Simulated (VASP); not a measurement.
# Bi (R-3m) in VASP: notebook

The runs below take Bi through single point, with r2SCAN.

Program: VASP 6.6.1. These are calculated values, not measurements. Logs are shortened: lines on timing, memory, paths and dates and some standing lists are left out, and cuts for length are marked.

### 1 The cell of the first run

The structure is trigonal, space group R-3m (No. 166). The conventional cell has a = 4.535 Å, b = 4.535 Å, c = 12.350 Å, α = 90.00°, β = 90.00°, γ = 120.00°. Within 4.0 Å of Bi (site symmetry 3m) lie 6 Bi at 3.07 to 3.63 Å.

### 2 Single point, r2SCAN

POSCAR

```
Bi
1.0
    2.2672586491      1.3090023913      4.1166667488
   -2.2672586491      1.3090023913      4.1166667488
    0.0000000000     -2.6180047827      4.1166667487
Bi
2
Direct
    0.2317091399      0.2317091399      0.2317091399
    0.7682908601      0.7682908601      0.7682908601
```

INCAR.step1

```
PREC = Accurate
ENCUT = 520
ISMEAR = 0
SIGMA = 0.2
LREAL = F
LASPH = T
NELM = 60
NBANDS = 22
GGA = PE
ALGO = Normal
EDIFF = 1E-4
LWAVE = T
LCHARG = F
```

INCAR.step2

```
PREC = Accurate
ENCUT = 520
EDIFF = 1E-7
ISMEAR = 0
SIGMA = 0.2
LREAL = F
LASPH = T
NELM = 60
ALGO = Normal
ISIF = 2
LWAVE = F
LCHARG = F
METAGGA = R2SCAN
LMIXTAU = T
NBANDS = 22
ISTART = 1
```

KPOINTS

```
regular mesh
0
Gamma
  9 9 9
```

Potentials or basis: VASP PAW PBE potentials, release 64 (Bi_d).

Launch:

```
$ cat potpaw_PBE.64/Bi_d/POTCAR > POTCAR
$ cp INCAR.step1 INCAR
$ mpirun -np 1 vasp_std > vasp.out
$ cp INCAR.step2 INCAR
$ mpirun -np 1 vasp_std > vasp.out
```

OUTCAR:

```text
PREC = Accurate
   ENCUT = 520
   EDIFF = 1E-7
   ISMEAR = 0
   LREAL = F
   LASPH = T
   NELM = 60
   ISIF = 2
   METAGGA = R2SCAN
   ISTART = 1

 ion  position               nearest neighbor table
   1  0.232  0.232  0.232-   2 3.07   2 3.07   2 3.07   2 3.63   2 3.63   2 3.63
   2  0.768  0.768  0.768-   1 3.07   1 3.07   1 3.07   1 3.63   1 3.63   1 3.63

  LATTYP: Found a trigonal (rhomboedric) cell.
 ALAT       =     4.8786160090
 COS(alpha) =     0.5680446502

  Lattice vectors:

 A1 = (   2.2672586491,   1.3090023913,   4.1166667488)
 A2 = (  -2.2672586491,   1.3090023913,   4.1166667488)
 A3 = (   0.0000000000,  -2.6180047827,   4.1166667487)

Analysis of symmetry for initial positions (statically):
=====================================================================
 Subroutine PRICEL returns:
 Original cell was already a primitive cell.

 Routine SETGRP: Setting up the symmetry group for a
 trigonal (rhombohedral) supercell.

 Subroutine GETGRP returns: Found 12 space group operations
 (whereof 12 operations were pure point group operations)
 out of a pool of 12 trial point group operations.

The static configuration has the point symmetry D_3d.

Analysis of symmetry for dynamics (positions and initial velocities):
=====================================================================
 Subroutine PRICEL returns:
 Original cell was already a primitive cell.

 Routine SETGRP: Setting up the symmetry group for a
 trigonal (rhombohedral) supercell.

 Subroutine GETGRP returns: Found 12 space group operations
 (whereof 12 operations were pure point group operations)
 out of a pool of 12 trial point group operations.

The dynamic configuration has the point symmetry D_3d.

 Subroutine INISYM returns: Found 12 space group operations
 (whereof 12 operations are pure point group operations),
 and found     1 'primitive' translations

----------------------------------------------------------------------------------------

                                     Primitive cell

  volume of cell :      73.3058

  direct lattice vectors                    reciprocal lattice vectors
     2.267258649  1.309002391  4.116666749     0.220530640  0.127323424  0.080971658
    -2.267258649  1.309002391  4.116666749    -0.220530640  0.127323424  0.080971658
     0.000000000 -2.618004783  4.116666749     0.000000000 -0.254646848  0.080971658

  length of vectors
     4.878616009  4.878616009  4.878616009     0.267210454  0.267210454  0.267210454

  position of ions in fractional coordinates (direct lattice)
     0.231709140  0.231709140  0.231709140
     0.768290860  0.768290860  0.768290860

  ion indices of the primitive-cell ions
   primitive index   ion index
                 1           1
                 2           2

----------------------------------------------------------------------------------------

 KPOINTS: regular mesh

Automatic generation of k-mesh.
 Grid dimensions read from file:
 generate k-points for:    9    9    9

 Generating k-lattice:

  Cartesian coordinates                     Fractional coordinates (reciprocal lattice)
     0.024503404  0.014147047  0.008996851     0.111111111  0.000000000 -0.000000000
    -0.024503404  0.014147047  0.008996851     0.000000000  0.111111111 -0.000000000
     0.000000000 -0.028294094  0.008996851     0.000000000  0.000000000  0.111111111

  Length of vectors
     0.029690050  0.029690050  0.029690050

  Shift w.r.t. Gamma in fractional coordinates (k-lattice)
     0.000000000  0.000000000  0.000000000

 Subroutine IBZKPT returns following result:
 ===========================================

 Found     85 irreducible k-points:

 Following reciprocal coordinates:
            Coordinates               Weight
  0.000000  0.000000  0.000000      1.000000
  0.111111  0.000000  0.000000      6.000000
  0.222222  0.000000  0.000000      6.000000
  0.333333 -0.000000  0.000000      6.000000
  0.444444  0.000000  0.000000      6.000000
  0.111111  0.111111  0.000000      6.000000
[... 16 lines left out ...]
 -0.333333  0.333333  0.000000      6.000000
  0.444444  0.444444  0.000000      6.000000
 [... further k-points ...]
   k-points           NKPTS =     85   k-points in BZ     NKDIM =     85   number of bands    NBANDS=     22
   number of dos      NEDOS =    301   number of ions     NIONS =      2
   total plane-waves  NPLWV =  46656
   dimension x,y,z NGX =    36 NGY =   36 NGZ =   36
   dimension x,y,z NGXF=    72 NGYF=   72 NGZF=   72
   ions per type =               2
   NGX,Y,Z   is equivalent  to a cutoff of  12.27, 12.27, 12.27 a.u.
   NGXF,Y,Z  is equivalent  to a cutoff of  24.54, 24.54, 24.54 a.u.
 SYSTEM =  unknown system
   PREC   = accura    normal or accurate (medium, high low for compatibility)
   ISTART =      1    job   : 0-new  1-cont  2-samecut
   ICHARG =      0    charge: 1-file 2-atom 10-const
   ISPIN  =      1    spin polarized calculation?
   LNONCOLLINEAR =      F non collinear calculations
   LSORBIT =      F    spin-orbit coupling
   LASPH  =      T    aspherical Exc in radial PAW
   ENCUT  =  520.0 eV  38.22 Ry    6.18 a.u.   9.07  9.07  9.07*2*pi/ulx,y,z
   NELM   =     60;   NELMIN=  2; NELMDL=  0     # of ELM steps
   EDIFF  = 0.1E-06   stopping-criterion for ELM
   LREAL  =      F    real-space projection
   EDIFFG = 0.1E-05   stopping-criterion for IOM
   NSW    =      0    number of steps for IOM
   IBRION =     -1    ionic relax: 0-MD 1-quasi-New 2-CG
   NFREE  =      0    steps in history (QN), initial steepest desc. (CG)
   ISIF   =      2    stress and relaxation
   ISYM   =      2    0-nonsym 1-usesym 2-fastsym
   POTIM  = 0.5000    time-step for ionic-motion
   TEBEG  =    0.0;   TEEND  =   0.0 temperature during run
   PSTRESS=    0.0 pullay stress
   NELECT =      30.0000    total number of electrons
   NUPDOWN=      -1.0000    fix difference up-down
   EMIN   =  10.00;   EMAX   =-10.00  energy-range for DOS
   EFERMI =   0.00;   METHOD = LEGACY
   ISMEAR =     0;   SIGMA  =   0.20  broadening in eV -4-tet -1-fermi 0-gaus
   EFERMI_NEDOS =   21; number of points for ismear=-14 and -15
   IALGO  =     38    algorithm
   IMIX   =      4    mixing-type and parameters
     AMIX     =   0.40;   BMIX     =  1.00
     AMIX_MAG =   1.60;   BMIX_MAG =  1.00
  volume/ion in A,a.u.               =      36.65       247.35
  Fermi-wavevector in a.u.,A,eV,Ry     =   1.215446  2.296860 20.100017  1.477310
  Thomas-Fermi vector in A             =   2.350833
   LORBIT       =      0    0 simple, 1 ext, 2 COOP (PROOUT), +10 PAW based schemes
   METAGGA = R2SCAN    functional components
   LHFCALC =     F    Hartree Fock is set to
   AEXX    =    0.0000 exact exchange contribution
   IVDW    =     0    specifies the selected vdW correction
   LEPSILON=     F    determine dielectric tensor
   LRPA    =     F    only Hartree local field effects (RPA)
 non-spin polarized calculation
 Gauss-broadening in eV      SIGMA  =   0.20
  energy-cutoff  :      520.00
  volume of cell :       73.31
 maximum number of plane-waves:      2004
   NGX = 19   NGY = 19   NGZ = 19

 number of electron      30.0000004 magnetization

 Free energy of the ion-electron system (eV)
  ---------------------------------------------------
  ext. energy  EPLUGINS =         0.00000000
  ---------------------------------------------------
  free energy    TOTEN  =      -117.01123765 eV

  energy without entropy =     -117.00751490  energy(sigma->0) =     -117.00937627

 E-fermi :   5.8596     XC(G=0):  -9.9750

 val. band max:        5.8498209543   @ k =   0.4444   0.0000   0.0000
 cond. band min:       6.0270465076   @ k =   0.4444   0.1111   0.1111
 fundamental gap:      0.1772255533
 Fermi energy:         5.8596174733

 k-point     1 :       0.0000    0.0000    0.0000
  band No.  band energies     occupation
      1     -17.7857      2.00000
      2     -17.7857      2.00000
      3     -17.6307      2.00000
      4     -17.6307      2.00000
      5     -17.6093      2.00000
      6     -17.4387      2.00000
[... 14 lines left out ...]
     21      12.2171      0.00000
     22      12.3294      0.00000

 k-point     2 :       0.1111    0.0000    0.0000
  band No.  band energies     occupation
      1     -17.7781      2.00000
      2     -17.7744      2.00000
      3     -17.6274      2.00000
      4     -17.6235      2.00000
      5     -17.6037      2.00000
      6     -17.4444      2.00000
[... 14 lines left out ...]
     21      12.3140      0.00000
     22      13.2800      0.00000

 k-point     3 :       0.2222    0.0000    0.0000
  band No.  band energies     occupation
      1     -17.7575      2.00000
      2     -17.7416      2.00000
      3     -17.6199      2.00000
      4     -17.6033      2.00000
      5     -17.5857      2.00000
      6     -17.4641      2.00000
[... 14 lines left out ...]
     21      12.8793      0.00000
     22      15.1196      0.00000

 k-point     4 :       0.3333   -0.0000    0.0000
  band No.  band energies     occupation
      1     -17.7305      2.00000
      2     -17.6919      2.00000
      3     -17.6122      2.00000
      4     -17.5741      2.00000
      5     -17.5578      2.00000
      6     -17.4973      2.00000
[... 14 lines left out ...]
     21      13.9633      0.00000
     22      16.2682      0.00000

 k-point     5 :       0.4444    0.0000    0.0000
  band No.  band energies     occupation
      1     -17.7099      2.00000
      2     -17.6365      2.00000
      3     -17.6069      2.00000
      4     -17.5565      2.00000
      5     -17.5418      2.00000
      6     -17.5067      2.00000
[... 417 lines left out ...]
 k-point    22 :      -0.4444    0.3333   -0.0000
  band No.  band energies     occupation
      1     -17.7512      2.00000
      2     -17.6293      2.00000
      3     -17.6048      2.00000
      4     -17.5627      2.00000
      5     -17.5406      2.00000
      6     -17.5137      2.00000
[... 14 lines left out ...]
     21      15.3204      0.00000
     22      17.0120      0.00000

 k-point    23 :      -0.3333    0.3333    0.0000
  band No.  band energies     occupation
      1     -17.7397      2.00000
      2     -17.6136      2.00000
      3     -17.5701      2.00000
      4     -17.5693      2.00000
      5     -17.5628      2.00000
      6     -17.5323      2.00000
[... 14 lines left out ...]
     21      14.4386      0.00000
     22      16.2168      0.00000

 k-point    24 :       0.4444    0.4444    0.0000
  band No.  band energies     occupation
      1     -17.7724      2.00000
      2     -17.6391      2.00000
      3     -17.6331      2.00000
      4     -17.5350      2.00000
      5     -17.5341      2.00000
      6     -17.5090      2.00000
[... 14 lines left out ...]
     21      15.7864      0.00000
     22      16.4122      0.00000

 [... further k-points ...]

------------------------ aborting loop because EDIFF is reached ----------------------------------------

  FORCE on cell =-STRESS in cart. coord.  units (eV):
  Direction    XX          YY          ZZ          XY          YZ          ZX
  --------------------------------------------------------------------------------------
  -------------------------------------------------------------------------------------
  Total       -0.0162244     -0.0162244     -0.0146530      0.0000000     -0.0000000      0.0000000
  in kB       -0.3546023     -0.3546023     -0.3202572      0.0000000     -0.0000000      0.0000000
  external PRESSURE =      -0.3431539 kB  Pullay stress =       0.0000000 kB

 VOLUME and BASIS-vectors are now :
 -----------------------------------------------------------------------------
  energy-cutoff  :      520.00
  volume of cell :       73.31
      direct lattice vectors                 reciprocal lattice vectors
     2.267258649  1.309002391  4.116666749     0.220530640  0.127323424  0.080971658
    -2.267258649  1.309002391  4.116666749    -0.220530640  0.127323424  0.080971658
     0.000000000 -2.618004783  4.116666749     0.000000000 -0.254646848  0.080971658

 POSITION                                       TOTAL-FORCE (eV/Angst)
 -----------------------------------------------------------------------------------
      0.00000     -0.00000      2.86161         0.000000     -0.000000      0.007137
      0.00000     -0.00000      9.48839         0.000000      0.000000     -0.007137
 -----------------------------------------------------------------------------------
    total drift:                               -0.000000      0.000000     -0.000000

  FREE ENERGIE OF THE ION-ELECTRON SYSTEM (eV)
  ---------------------------------------------------
  free  energy   TOTEN  =      -117.0112376455 eV

  energy  without entropy=     -117.0075148967  energy(sigma->0) =     -117.00937627
```

Wall time 25 min (1 thread of AMD EPYC, shared host); peak memory 0.25 GiB.

Results:

```yaml
Free_energy: -117.0112 eV
Pressure: 0.0 GPa
Largest_force: 0.007 eV/Å
```

Forces on the atoms (eV/Å):
```
Bi   0.000  0.000  0.007
Bi   0.000  0.000 -0.007
```

Caveat: the PAW data sets were made with another functional, which shifts forces and pressure a little; spin-orbit coupling is left out, which moves the levels of the heavy elements.

(Part 1 of 2 ends here.)
